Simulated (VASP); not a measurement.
# Ir (Fm-3m) in VASP: settings compared

The runs below take Ir through single point, with LDA, PBEsol+D3(BJ)+U, RPBE+D3(BJ).

Everything below comes from runs of VASP 6.6.1. Logs are shortened: lines on timing, memory, paths and dates and some standing lists are left out, and cuts for length are marked.

## (1) The cell of the first run

The structure is cubic, space group Fm-3m (No. 225). The conventional cell has a = 3.831 Å, b = 3.831 Å, c = 3.831 Å, α = 90.00°, β = 90.00°, γ = 90.00°. Within 3.6 Å of Ir (site symmetry m-3m) lie 12 Ir at 2.71 Å.

## (2) Single point, LDA

INCAR

```
SYSTEM = Ir
ALGO = Normal
EDIFF = 1E-6
ENCUT = 520
ISIF = 2
ISMEAR = -5
LASPH = .True.
LCHARG = .False.
LREAL = .False.
LWAVE = .False.
NBANDS = 10
NELM = 60
PREC = Accurate
SIGMA = 0.05
```

KPOINTS

```
k-points
0
Gamma
  12 12 12
  0 0 0
```

POSCAR

```
Ir
1.0
    0.0000000000      1.9156000000      1.9156000000
    1.9156000000      0.0000000000      1.9156000000
    1.9156000000      1.9156000000      0.0000000000
Ir
1
Direct
    0.0000000000      0.0000000000      0.0000000000
```

Potentials or basis: VASP PAW LDA potentials, release 64 (Ir).

Launch:

```console
cat potpaw_LDA.64/Ir/POTCAR > POTCAR
mpirun -np 1 vasp_std > vasp.out
```

OUTCAR:

```text
SYSTEM = Ir
   EDIFF = 1E-6
   ENCUT = 520
   ISIF = 2
   ISMEAR = -5
   LASPH = .True.
   LREAL = .False.
   NELM = 60
   PREC = Accurate

 ion  position               nearest neighbor table
   1  0.000  0.000  0.000-

  LATTYP: Found a face centered cubic cell.
 ALAT       =     3.8312000000

  Lattice vectors:

 A1 = (   0.0000000000,   1.9156000000,   1.9156000000)
 A2 = (   1.9156000000,   0.0000000000,   1.9156000000)
 A3 = (   1.9156000000,   1.9156000000,   0.0000000000)

Analysis of symmetry for initial positions (statically):
=====================================================================
 Subroutine PRICEL returns:
 Original cell was already a primitive cell.

 Routine SETGRP: Setting up the symmetry group for a
 face centered cubic supercell.

 Subroutine GETGRP returns: Found 48 space group operations
 (whereof 48 operations were pure point group operations)
 out of a pool of 48 trial point group operations.

The static configuration has the point symmetry O_h .

Analysis of symmetry for dynamics (positions and initial velocities):
=====================================================================
 Subroutine PRICEL returns:
 Original cell was already a primitive cell.

 Routine SETGRP: Setting up the symmetry group for a
 face centered cubic supercell.

 Subroutine GETGRP returns: Found 48 space group operations
 (whereof 48 operations were pure point group operations)
 out of a pool of 48 trial point group operations.

The dynamic configuration has the point symmetry O_h .

 Subroutine INISYM returns: Found 48 space group operations
 (whereof 48 operations are pure point group operations),
 and found     1 'primitive' translations

----------------------------------------------------------------------------------------

                                     Primitive cell

  volume of cell :      14.0587

  direct lattice vectors                    reciprocal lattice vectors
     0.000000000  1.915600000  1.915600000    -0.261014826  0.261014826  0.261014826
     1.915600000  0.000000000  1.915600000     0.261014826 -0.261014826  0.261014826
     1.915600000  1.915600000  0.000000000     0.261014826  0.261014826 -0.261014826

  length of vectors
     2.709067500  2.709067500  2.709067500     0.452090940  0.452090940  0.452090940

  position of ions in fractional coordinates (direct lattice)
     0.000000000  0.000000000  0.000000000

  ion indices of the primitive-cell ions
   primitive index   ion index
                 1           1

[... 81 lines left out ...]
   POTIM  = 0.5000    time-step for ionic-motion
   TEBEG  =    0.0;   TEEND  =   0.0 temperature during run
   PSTRESS=    0.0 pullay stress
   NELECT =       9.0000    total number of electrons
   NUPDOWN=      -1.0000    fix difference up-down
   EMIN   =  10.00;   EMAX   =-10.00  energy-range for DOS
   EFERMI =   0.00;   METHOD = LEGACY
   ISMEAR =    -5;   SIGMA  =   0.05  broadening in eV -4-tet -1-fermi 0-gaus
   EFERMI_NEDOS =   21; number of points for ismear=-14 and -15
   IALGO  =     38    algorithm
   IMIX   =      4    mixing-type and parameters
     AMIX     =   0.40;   BMIX     =  1.00
     AMIX_MAG =   1.60;   BMIX_MAG =  1.00
  volume/ion in A,a.u.               =      14.06        94.87
  Fermi-wavevector in a.u.,A,eV,Ry     =   1.410937  2.666284 27.085691  1.990742
  Thomas-Fermi vector in A             =   2.532839
   LORBIT       =      0    0 simple, 1 ext, 2 COOP (PROOUT), +10 PAW based schemes
   GGA     = CA    functional components
   LHFCALC =     F    Hartree Fock is set to
   AEXX    =    0.0000 exact exchange contribution
   IVDW    =     0    specifies the selected vdW correction
   LEPSILON=     F    determine dielectric tensor
   LRPA    =     F    only Hartree local field effects (RPA)
 non-spin polarized calculation
 Fermi weights with tetrahedron method with Bloechl corrections
  energy-cutoff  :      520.00
  volume of cell :       14.06
 maximum number of plane-waves:       388
   NGX =  9   NGY =  9   NGZ =  9

 number of electron       9.0000000 magnetization

 Free energy of the ion-electron system (eV)
  ---------------------------------------------------
  ext. energy  EPLUGINS =         0.00000000
  ---------------------------------------------------
  free energy    TOTEN  =       -10.32549680 eV

  energy without entropy =      -10.32549680  energy(sigma->0) =      -10.32549680

 E-fermi :  10.3940     XC(G=0): -14.1772

 val. band max:       10.6267369451   @ k =   0.4167   0.4167   0.0000
 cond. band min:      10.1815987144   @ k =   0.3333   0.0000   0.0000
 fundamental gap:     -0.4451382307
 Fermi energy:        10.3939594387

 k-point     1 :       0.0000    0.0000    0.0000
  band No.  band energies     occupation
      1      -0.7517      2.00000
      2       6.4595      2.00000
      3       6.4595      2.00000
      4       6.4595      2.00000
      5       9.2124      2.00000
      6       9.2124      2.00000
      7      24.7552      0.00000
      8      30.3305      0.00000
      9      30.3305      0.00000
     10      30.3305      0.00000
[... 287 lines left out ...]
 k-point    24 :      -0.4167    0.1667    0.0000
  band No.  band energies     occupation
      1       3.1864      2.00000
      2       5.6111      2.00000
      3       7.2075      2.00000
      4       7.4130      2.00000
      5      10.8651     -0.00993
      6      14.2417      0.00000
      7      17.7200      0.00000
      8      25.7927      0.00000
      9      28.0319      0.00000
     10      30.0416      0.00000

 [... further k-points ...]

------------------------ aborting loop because EDIFF is reached ----------------------------------------

  FORCE on cell =-STRESS in cart. coord.  units (eV):
  Direction    XX          YY          ZZ          XY          YZ          ZX
  --------------------------------------------------------------------------------------
  -------------------------------------------------------------------------------------
  Total       -0.3449327     -0.3449327     -0.3449327      0.0000000      0.0000000     -0.0000000
  in kB      -39.3097669    -39.3097669    -39.3097669      0.0000000      0.0000000     -0.0000000
  external PRESSURE =     -39.3097669 kB  Pullay stress =       0.0000000 kB

 VOLUME and BASIS-vectors are now :
 -----------------------------------------------------------------------------
  energy-cutoff  :      520.00
  volume of cell :       14.06
      direct lattice vectors                 reciprocal lattice vectors
     0.000000000  1.915600000  1.915600000    -0.261014826  0.261014826  0.261014826
     1.915600000  0.000000000  1.915600000     0.261014826 -0.261014826  0.261014826
     1.915600000  1.915600000  0.000000000     0.261014826  0.261014826 -0.261014826

 POSITION                                       TOTAL-FORCE (eV/Angst)
 -----------------------------------------------------------------------------------
      0.00000      0.00000      0.00000        -0.000000     -0.000000      0.000000
 -----------------------------------------------------------------------------------
    total drift:                                0.000000      0.000000     -0.000000

  FREE ENERGIE OF THE ION-ELECTRON SYSTEM (eV)
  ---------------------------------------------------
  free  energy   TOTEN  =       -10.3254967951 eV

  energy  without entropy=      -10.3254967951  energy(sigma->0) =      -10.32549680
```

OSZICAR:

```text
N       E                     dE             d eps       ncg     rms          rms(c)
DAV:   1     0.481315438244E+02    0.48132E+02   -0.42796E+03  1448   0.820E+02
DAV:   2    -0.100021501268E+02   -0.58134E+02   -0.55472E+02  1468   0.201E+02
DAV:   3    -0.109360817802E+02   -0.93393E+00   -0.93092E+00  1718   0.308E+01
DAV:   4    -0.109444744656E+02   -0.83927E-02   -0.83828E-02  1672   0.268E+00
DAV:   5    -0.109446381714E+02   -0.16371E-03   -0.16340E-03  1640   0.348E-01    0.160E+01
DAV:   6    -0.104240860812E+02    0.52055E+00   -0.94170E-01  1630   0.119E+01    0.624E+00
DAV:   7    -0.103329064237E+02    0.91180E-01   -0.26089E-01  1728   0.569E+00    0.146E+00
DAV:   8    -0.103305662535E+02    0.23402E-02   -0.18423E-03  1560   0.421E-01    0.119E+00
DAV:   9    -0.103255079164E+02    0.50583E-02   -0.24128E-03  1596   0.734E-01    0.471E-02
DAV:  10    -0.103254833915E+02    0.24525E-04   -0.80674E-05  2064   0.403E-02    0.200E-02
DAV:  11    -0.103254934429E+02   -0.10051E-04   -0.27468E-06  1272   0.158E-02    0.104E-02
DAV:  12    -0.103254966656E+02   -0.32226E-05   -0.91295E-07  1102   0.611E-03    0.154E-03
DAV:  13    -0.103254967951E+02   -0.12956E-06   -0.33118E-08   758   0.182E-03
   1 F= -.10325497E+02 E0= -.10325497E+02  d E =0.000000E+00
```

stdout:

```text
POSCAR found type information on POSCAR Ir
 POSCAR found :  1 types and       1 ions
 scaLAPACK will be used
 LDA part: xc-table for (Slater(with rela. corr.)+CA(PZ))
 , standard interpolation
 POSCAR, INCAR and KPOINTS ok, starting setup
 FFT: planning ... GRIDC
 FFT: planning ... GRID_SOFT
 FFT: planning ... GRID
 WAVECAR not read
 entering main loop
 -----------------------------------------------------------------------------
|                                                                             |
|           W    W    AA    RRRRR   N    N  II  N    N   GGGG   !!!           |
|           W    W   A  A   R    R  NN   N  II  NN   N  G    G  !!!           |
|           W    W  A    A  R    R  N N  N  II  N N  N  G       !!!           |
|           W WW W  AAAAAA  RRRRR   N  N N  II  N  N N  G  GGG   !            |
|           WW  WW  A    A  R   R   N   NN  II  N   NN  G    G                |
|           W    W  A    A  R    R  N    N  II  N    N   GGGG   !!!           |
|                                                                             |
|     Tetrahedron method does not include variations of the Fermi             |
|     occupations, so forces and stress will be inaccurate. We suggest        |
|     using a different smearing scheme ISMEAR = 1 or 2 for metals in         |
|     relaxations.                                                            |
|                                                                             |
 -----------------------------------------------------------------------------
```

Wall time 14 s (1 thread of Intel Xeon 8259CL, shared host); peak memory 0.13 GiB.

Results:

```
Free energy : -10.3255 eV
Pressure    : -3.9 GPa
```

Caveat: spin-orbit coupling is left out, which moves the levels of the heavy elements; tetrahedron occupations give inexact forces and stress in metals.

## (3) Single point, PBEsol+D3(BJ)+U

INCAR

```
SYSTEM = Ir
PREC = Accurate
ENCUT = 520
EDIFF = 1E-6
ISMEAR = 1
SIGMA = 0.05
LREAL = .False.
LASPH = .True.
NELM = 150
ALGO = Fast
ISIF = 2
LWAVE = .False.
LCHARG = .True.
LMAXMIX = 4
LDAU = .True.
LDAUTYPE = 2
LDAUL = 2
LDAUU = 4
LDAUJ = 0
LDAUPRINT = 1
GGA = PS
IVDW = 12
LELF = .True.
LVHAR = .True.
NBANDS = 10
```

KPOINTS

```
regular mesh
0
Gamma
  12 12 12
  0 0 0
```

POSCAR is that of step 2.

Potentials or basis: VASP PAW PBE potentials, release 64 (Ir).

Launch:

```console
cat potpaw_PBE.64/Ir/POTCAR > POTCAR
mpirun -np 1 vasp_std > vasp.out
```

Wall time 20 s (1 thread of Intel Xeon 8259CL, shared host); peak memory 0.14 GiB.

Results (log left out):

* Free energy: -6.5577 eV
* Pressure: -24.9 GPa
* Dispersion energy per atom: -0.719 eV

Levels at points of the mesh, in eV from the Fermi level:
| k point | band 1 | band 2 | band 3 | band 4 | band 5 | band 6 | band 7 | band 8 | band 9 |
| --- | --- | --- | --- | --- | --- | --- | --- | --- | --- |
| (0.00, 0.00, 0.00) | -10.41 | -3.82 | -3.82 | -3.82 | -1.56 | -1.56 | 15.16 | 20.79 | 20.79 |
| (0.50, 0.00, 0.00) | -7.87 | -4.21 | -4.21 | 0.01 | 0.87 | 0.87 | 7.78 | 14.70 | 20.68 |
| (0.50, 0.50, 0.00) | -8.20 | -7.32 | 0.55 | 1.63 | 1.63 | 2.49 | 10.89 | 12.55 | 12.55 |

Eigenvalues of the final occupation matrices:
```tsv
site	spin	trace	eigenvalues
site 1 d	1	3.69	0.69 0.69 0.69 0.81 0.81
site 1 d	2	3.69	0.69 0.69 0.69 0.81 0.81
```

Caveat: three body term missing; the PAW data sets were made with another functional, which shifts forces and pressure a little; spin-orbit coupling is left out, which moves the levels of the heavy elements; U without spin polarisation on a metal has little footing; pairwise dispersion overbinds metals, which lowers pressure and volume; the U is typed as a test and isn't derived for this compound.

(Continued in part 2 of 2.)
